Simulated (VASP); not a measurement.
# Hg (Pm-3m) in VASP: notebook

Runs on Hg. Level: PBEsol. Tasks: relaxation of cell and atoms.

All numbers are computed with VASP 6.6.1; they aren't measurements. Logs are shortened: lines on timing, memory, paths and dates and some standing lists are left out, and cuts for length are marked.

**1. The cell of the first run**

It takes space group Pm-3m (No. 221, cubic). The conventional cell has a = 2.466 Å, b = 2.466 Å, c = 2.466 Å, α = 90.00°, β = 90.00°, γ = 90.00°. Hg (site symmetry m-3m) has 6 Hg at 2.47 Å within 3.3 Å.

**2. Relaxation of cell and atoms, PBEsol, target pressure 96 GPa, at which the enthalpy is minimised**

Input file INCAR:

```
PREC = Accurate ; ENCUT = 600
EDIFF = 1E-6 ; ISMEAR = -1
SIGMA = 0.08 ; LREAL = False
LASPH = True ; NELM = 80
ALGO = Normal ; ISIF = 3
LWAVE = False ; LCHARG = False
GGA = PS ; IBRION = 2
NSW = 60 ; EDIFFG = -0.005
PSTRESS = 960.0
```

Input file KPOINTS:

```
regular mesh
0
Gamma
  15 15 15
```

Input file POSCAR:

```
Hg
1.0
    2.4660481097      0.0000000000      0.0000000000
    0.0000000000      2.4660481097      0.0000000000
    0.0000000000      0.0000000000      2.4660481097
Hg
1
Direct
    0.0000000000      0.0000000000      0.0000000000
```

Potentials or basis: VASP PAW PBE potentials, release 64 (Hg).

Started as:

```
$ cat potpaw_PBE.64/Hg/POTCAR > POTCAR
$ mpirun -np 1 vasp_std > vasp.out
```

OUTCAR:

```text
PREC = Accurate
   ENCUT = 600
   EDIFF = 1E-6
   ISMEAR = -1
   LREAL = False
   LASPH = True
   NELM = 80
   ISIF = 3
   GGA = PS
   IBRION = 2
   NSW = 60
   EDIFFG = -0.005
   PSTRESS = 960.0

 ion  position               nearest neighbor table
   1  0.000  0.000  0.000-

  LATTYP: Found a simple cubic cell.
 ALAT       =     2.4660481097

  Lattice vectors:

 A1 = (   2.4660481097,   0.0000000000,   0.0000000000)
 A2 = (   0.0000000000,   2.4660481097,   0.0000000000)
 A3 = (   0.0000000000,   0.0000000000,   2.4660481097)

Analysis of symmetry for initial positions (statically):
=====================================================================
 Subroutine PRICEL returns:
 Original cell was already a primitive cell.

 Routine SETGRP: Setting up the symmetry group for a
 simple cubic supercell.

 Subroutine GETGRP returns: Found 48 space group operations
 (whereof 48 operations were pure point group operations)
 out of a pool of 48 trial point group operations.

The static configuration has the point symmetry O_h .

Analysis of symmetry for dynamics (positions and initial velocities):
=====================================================================
 Subroutine PRICEL returns:
 Original cell was already a primitive cell.

 Routine SETGRP: Setting up the symmetry group for a
 simple cubic supercell.

 Subroutine GETGRP returns: Found 48 space group operations
 (whereof 48 operations were pure point group operations)
 out of a pool of 48 trial point group operations.

The dynamic configuration has the point symmetry O_h .

 Subroutine INISYM returns: Found 48 space group operations
 (whereof 48 operations are pure point group operations),
 and found     1 'primitive' translations

----------------------------------------------------------------------------------------

                                     Primitive cell

  volume of cell :      14.9970

  direct lattice vectors                    reciprocal lattice vectors
     2.466048110  0.000000000  0.000000000     0.405507093  0.000000000  0.000000000
     0.000000000  2.466048110  0.000000000     0.000000000  0.405507093  0.000000000
     0.000000000  0.000000000  2.466048110     0.000000000  0.000000000  0.405507093

  length of vectors
     2.466048110  2.466048110  2.466048110     0.405507093  0.405507093  0.405507093

  position of ions in fractional coordinates (direct lattice)
     0.000000000  0.000000000  0.000000000

  ion indices of the primitive-cell ions
   primitive index   ion index
                 1           1

----------------------------------------------------------------------------------------

 KPOINTS: regular mesh

Automatic generation of k-mesh.
 Grid dimensions read from file:
 generate k-points for:   15   15   15

 Generating k-lattice:

  Cartesian coordinates                     Fractional coordinates (reciprocal lattice)
     0.027033806  0.000000000  0.000000000     0.066666667  0.000000000  0.000000000
     0.000000000  0.027033806  0.000000000     0.000000000  0.066666667  0.000000000
     0.000000000  0.000000000  0.027033806     0.000000000  0.000000000  0.066666667

  Length of vectors
     0.027033806  0.027033806  0.027033806

  Shift w.r.t. Gamma in fractional coordinates (k-lattice)
     0.000000000  0.000000000  0.000000000

 Subroutine IBZKPT returns following result:
 ===========================================

 Found    120 irreducible k-points:

 Following reciprocal coordinates:
            Coordinates               Weight
  0.000000  0.000000  0.000000      1.000000
  0.066667  0.000000  0.000000      6.000000
  0.133333  0.000000  0.000000      6.000000
  0.200000  0.000000  0.000000      6.000000
  0.266667  0.000000  0.000000      6.000000
  0.333333  0.000000  0.000000      6.000000
[... 16 lines left out ...]
  0.266667  0.200000  0.000000     24.000000
  0.333333  0.200000  0.000000     24.000000
 [... further k-points ...]
   k-points           NKPTS =    120   k-points in BZ     NKDIM =    120   number of bands    NBANDS=     10
   number of dos      NEDOS =    301   number of ions     NIONS =      1
   total plane-waves  NPLWV =   8000
   dimension x,y,z NGX =    20 NGY =   20 NGZ =   20
   dimension x,y,z NGXF=    40 NGYF=   40 NGZF=   40
   ions per type =               1
   NGX,Y,Z   is equivalent  to a cutoff of  13.48, 13.48, 13.48 a.u.
   NGXF,Y,Z  is equivalent  to a cutoff of  26.97, 26.97, 26.97 a.u.
 SYSTEM =  unknown system
   PREC   = accura    normal or accurate (medium, high low for compatibility)
   ISTART =      0    job   : 0-new  1-cont  2-samecut
   ICHARG =      2    charge: 1-file 2-atom 10-const
   ISPIN  =      1    spin polarized calculation?
   LNONCOLLINEAR =      F non collinear calculations
   LSORBIT =      F    spin-orbit coupling
   LASPH  =      T    aspherical Exc in radial PAW
   ENCUT  =  600.0 eV  44.10 Ry    6.64 a.u.   4.93  4.93  4.93*2*pi/ulx,y,z
   NELM   =     80;   NELMIN=  2; NELMDL= -5     # of ELM steps
   EDIFF  = 0.1E-05   stopping-criterion for ELM
   LREAL  =      F    real-space projection
   EDIFFG = -.5E-02   stopping-criterion for IOM
   NSW    =     60    number of steps for IOM
   IBRION =      2    ionic relax: 0-MD 1-quasi-New 2-CG
   NFREE  =      1    steps in history (QN), initial steepest desc. (CG)
   ISIF   =      3    stress and relaxation
   ISYM   =      2    0-nonsym 1-usesym 2-fastsym
   POTIM  = 0.5000    time-step for ionic-motion
   TEBEG  =    0.0;   TEEND  =   0.0 temperature during run
   PSTRESS=  960.0 pullay stress
   NELECT =      12.0000    total number of electrons
   NUPDOWN=      -1.0000    fix difference up-down
   EMIN   =  10.00;   EMAX   =-10.00  energy-range for DOS
   EFERMI =   0.00;   METHOD = LEGACY
   ISMEAR =    -1;   SIGMA  =   0.08  broadening in eV -4-tet -1-fermi 0-gaus
   EFERMI_NEDOS =   21; number of points for ismear=-14 and -15
   IALGO  =     38    algorithm
   IMIX   =      4    mixing-type and parameters
     AMIX     =   0.40;   BMIX     =  1.00
     AMIX_MAG =   1.60;   BMIX_MAG =  1.00
  volume/ion in A,a.u.               =      15.00       101.20
  Fermi-wavevector in a.u.,A,eV,Ry     =   1.519849  2.872098 31.428644  2.309940
  Thomas-Fermi vector in A             =   2.628779
   LORBIT       =      0    0 simple, 1 ext, 2 COOP (PROOUT), +10 PAW based schemes
   GGA     = PS    functional components
   LHFCALC =     F    Hartree Fock is set to
   AEXX    =    0.0000 exact exchange contribution
   IVDW    =     0    specifies the selected vdW correction
   LEPSILON=     F    determine dielectric tensor
   LRPA    =     F    only Hartree local field effects (RPA)
 conjugate gradient relaxation of ions
 non-spin polarized calculation
  energy-cutoff  :      600.00
  volume of cell :       15.00
 maximum number of plane-waves:       515
 NGX is ok and might be reduce to    20
   NGX =  9   NGY =  9   NGZ =  9

--------------------------------------- Ionic step        1  -------------------------------------------

 number of electron      11.9999997 magnetization

 Free energy of the ion-electron system (eV)
  ---------------------------------------------------
  ext. energy  EPLUGINS =         0.00000000
  ---------------------------------------------------
  free energy    TOTEN  =         1.73035122 eV

  energy without entropy =        1.73610753  energy(sigma->0) =        1.73322938

 E-fermi :   8.1291     XC(G=0): -13.5657

 val. band max:        8.0474664070   @ k =   0.4667   0.3333   0.2667
 cond. band min:       8.1825087208   @ k =   0.4667   0.3333   0.0000
 fundamental gap:      0.1350423138
 Fermi energy:         8.1290575649

 k-point     1 :       0.0000    0.0000    0.0000
  band No.  band energies     occupation
      1      -6.4579      2.00000
      2      -4.8784      2.00000
      3      -4.8784      2.00000
      4       1.2629      2.00000
      5       1.2629      2.00000
      6       1.2629      2.00000
      7      20.8706      0.00000
      8      20.8706      0.00000
      9      20.8706      0.00000
     10      26.8255      0.00000
[... 287 lines left out ...]
 k-point    24 :       0.3333    0.2000    0.0000
  band No.  band energies     occupation
      1      -4.3253      2.00000
      2      -3.0137      2.00000
      3      -2.0647      2.00000
      4      -0.2894      2.00000
      5       0.6601      2.00000
      6       0.7065      2.00000
      7      11.6964      0.00000
      8      18.6851      0.00000
      9      25.0178      0.00000
     10      27.5021      0.00000

 [... further k-points ...]

------------------------ aborting loop because EDIFF is reached ----------------------------------------

  FORCE on cell =-STRESS in cart. coord.  units (eV):
  Direction    XX          YY          ZZ          XY          YZ          ZX
  --------------------------------------------------------------------------------------
  -------------------------------------------------------------------------------------
  Total       11.8015320     11.8015320     11.8015320     -0.0000000     -0.0000000      0.0000000
  in kB     1260.7945862   1260.7945862   1260.7945862     -0.0000000     -0.0000000      0.0000000
  external PRESSURE =     300.7945862 kB  Pullay stress =     960.0000000 kB
[... 94 lines left out ...]
  energy  without entropy=        1.0477570724  energy(sigma->0) =        1.04476228

  enthalpy is  TOTEN    =        10.6430421508 eV   P V=        9.6012746687

[... ionic steps 4 to 15 ...]

--------------------------------------- Ionic step       16  -------------------------------------------

 number of electron      12.0000004 magnetization

------------------------ aborting loop because EDIFF is reached ----------------------------------------
[... 69 lines left out ...]
--------------------------------------- Ionic step       18  -------------------------------------------

 number of electron      12.0000004 magnetization

 Free energy of the ion-electron system (eV)
  ---------------------------------------------------
  ext. energy  EPLUGINS =         0.00000000
  ---------------------------------------------------
  free energy    TOTEN  =         1.14431180 eV

  energy without entropy =        1.15026502  energy(sigma->0) =        1.14728841

 E-fermi :   7.2722     XC(G=0): -13.2322

 val. band max:        7.2223065434   @ k =   0.4667   0.4667   0.0667
 cond. band min:       7.3615371821   @ k =   0.4667   0.2000   0.2000
 fundamental gap:      0.1392306387
 Fermi energy:         7.2721594761

 k-point     1 :       0.0000    0.0000    0.0000
  band No.  band energies     occupation
      1      -6.5257      2.00000
      2      -5.0174      2.00000
      3      -5.0174      2.00000
      4       0.5739      2.00000
      5       0.5739      2.00000
      6       0.5739      2.00000
      7      19.8152      0.00000
      8      19.8152      0.00000
      9      19.8152      0.00000
     10      25.4873      0.00000
[... 287 lines left out ...]
 k-point    24 :       0.3333    0.2000    0.0000
  band No.  band energies     occupation
      1      -4.5172      2.00000
      2      -3.2780      2.00000
      3      -2.4159      2.00000
      4      -0.8203      2.00000
      5       0.0335      2.00000
      6       0.1893      2.00000
      7      10.7527      0.00000
      8      17.5738      0.00000
      9      23.9771      0.00000
     10      26.0935      0.00000

 [... further k-points ...]

------------------------ aborting loop because EDIFF is reached ----------------------------------------

  FORCE on cell =-STRESS in cart. coord.  units (eV):
  Direction    XX          YY          ZZ          XY          YZ          ZX
  --------------------------------------------------------------------------------------
  -------------------------------------------------------------------------------------
  Total        9.4973402      9.4973402      9.4973402      0.0000000      0.0000000     -0.0000000
  in kB      960.1515282    960.1515282    960.1515282      0.0000000      0.0000000     -0.0000000
  external PRESSURE =       0.1515282 kB  Pullay stress =     960.0000000 kB
[... 20 lines left out ...]
  energy  without entropy=        1.1502650239  energy(sigma->0) =        1.14728841

  enthalpy is  TOTEN    =        10.6401531491 eV   P V=        9.4958413506

 reached required accuracy - stopping structural energy minimisation
```

Run time: 37 s. Hardware: 1 thread of Intel Xeon 6975P-C (Granite Rapids), shared host; peak memory 0.15 GiB.

What came out:

- Free energy: 1.1443 eV
- Relaxed volume: 15.85 Å³/atom
- Relaxed cell: a = 2.512 Å, b = 2.512 Å, c = 2.512 Å, α = 90.00°, β = 90.00°, γ = 90.00°
- Space group after relaxing (to 0.1 Å): Pm-3m (No. 221)
- Energy change on relaxing (the run minimises the enthalpy): -586.0 meV/atom
- Ionic steps: 18
- Pressure after relaxing: 96.0 GPa
- Band gap on the k mesh: zero (bands 6 and 7 overlap by 6.69 eV)

The path:
```csv
step,energy change (eV),largest force (eV/Å),pressure (GPa),volume (Å³)
1,0.0000,0.0000,126.08,15.00
2,-2.1689,0.0000,11.30,21.98
3,-0.6886,0.0000,90.78,16.02
4,-0.5935,0.0000,95.60,15.86
5,-0.5829,0.0000,96.16,15.84
6,-0.5830,0.0000,96.18,15.84
7,-0.5833,0.0000,96.18,15.84
8,-0.5833,0.0000,96.16,15.84
9,-0.5833,0.0000,96.16,15.84
10,-0.5834,0.0000,96.16,15.84
11,-0.5834,0.0000,96.16,15.84
12,-0.5834,0.0000,96.16,15.84
13,-0.5834,0.0000,96.16,15.84
14,-0.5835,0.0000,96.16,15.84
15,-0.5837,0.0000,96.16,15.84
16,-0.5840,0.0000,96.15,15.84
17,-0.5847,0.0000,96.14,15.85
18,-0.5860,0.0000,96.02,15.85
```

Final structure:
```cif
data_structure
_symmetry_space_group_name_H-M 'P 1'
_symmetry_Int_Tables_number 1
_cell_length_a 2.5118
_cell_length_b 2.5118
_cell_length_c 2.5118
_cell_angle_alpha 90.000
_cell_angle_beta 90.000
_cell_angle_gamma 90.000
_cell_volume 15.85
loop_
_atom_site_label
_atom_site_type_symbol
_atom_site_fract_x
_atom_site_fract_y
_atom_site_fract_z
_atom_site_occupancy
Hg1 Hg 0.00000 0.00000 0.00000 1
```

Caveat: the cell is relaxed towards a set pressure, so the run minimises the enthalpy, not the energy; the PAW data sets were made with another functional, which shifts forces and pressure a little; spin-orbit coupling is left out, which moves the levels of the heavy elements.

**3. Relaxation of cell and atoms, PBEsol, target pressure 96 GPa, at which the enthalpy is minimised**

This run uses another cell than the first one, of 15.67 Å³/atom.

Input file INCAR:

```
ALGO = Normal ; EDIFF = 1E-7
EDIFFG = -0.005 ; ENCUT = 600
GGA = PS ; IBRION = 2
ISIF = 3 ; ISMEAR = -1
LASPH = True ; LCHARG = False
LREAL = False ; LWAVE = False
NELM = 100 ; NSW = 32
PREC = Accurate ; PSTRESS = 960.0
SIGMA = 0.08
```

Input file KPOINTS:

```
k-points
0
Gamma
  15 15 15
```

Input file POSCAR:

```
Hg
1.0
    2.5024382826      0.0000000000      0.0000000000
    0.0000000000      2.5024382826      0.0000000000
    0.0000000000      0.0000000000      2.5024382826
Hg
1
Direct
    0.0000000000      0.0000000000      0.0000000000
```

Potentials or basis: VASP PAW PBE potentials, release 64 (Hg).

Started as:

```
$ cat potpaw_PBE.64/Hg/POTCAR > POTCAR
$ mpirun -np 1 vasp_std > vasp.out
```

Run time: 18 s. Hardware: 1 thread of Intel Xeon 6975P-C (Granite Rapids), shared host; peak memory 0.15 GiB.

The run converged. Its results:

```
Free energy                                                : 1.1427 eV
Relaxed volume                                             : 15.85 Å³/atom
Relaxed cell                                               : a = 2.512 Å, b = 2.512 Å, c = 2.512 Å, α = 90.00°, β = 90.00°, γ = 90.00°
Space group after relaxing (to 0.1 Å)                      : Pm-3m (No. 221)
Energy change on relaxing (the run minimises the enthalpy) : -110.6 meV/atom
Ionic steps                                                : 4
Pressure after relaxing                                    : 96.0 GPa
Band gap on the k mesh                                     : zero (bands 6 and 7 overlap by 6.69 eV)
```

The path:
```
step  energy change (eV)  largest force (eV/Å)  pressure (GPa)  volume (Å³)
   1              0.0000                0.0000          101.63        15.67
   2             -0.6674                0.0000           67.50        16.95
   3             -0.1141                0.0000           95.82        15.86
   4             -0.1106                0.0000           95.99        15.85
```

Final structure:
```xyz
1
Lattice="2.5119 0.0000 0.0000 0.0000 2.5119 0.0000 0.0000 0.0000 2.5119" Properties=species:S:1:pos:R:3 pbc="T T T"
Hg    0.0000    0.0000    0.0000
```

Levels at points of the mesh, in eV from the Fermi level:
```csv
k point,band 4,band 5,band 6,band 7,band 8,band 9
"(0.00, 0.00, 0.00)",-6.70,-6.70,-6.70,12.54,12.54,12.54
```

Caveat: the cell is relaxed towards a set pressure, so the run minimises the enthalpy, not the energy; the PAW data sets were made with another functional, which shifts forces and pressure a little; spin-orbit coupling is left out, which moves the levels of the heavy elements.
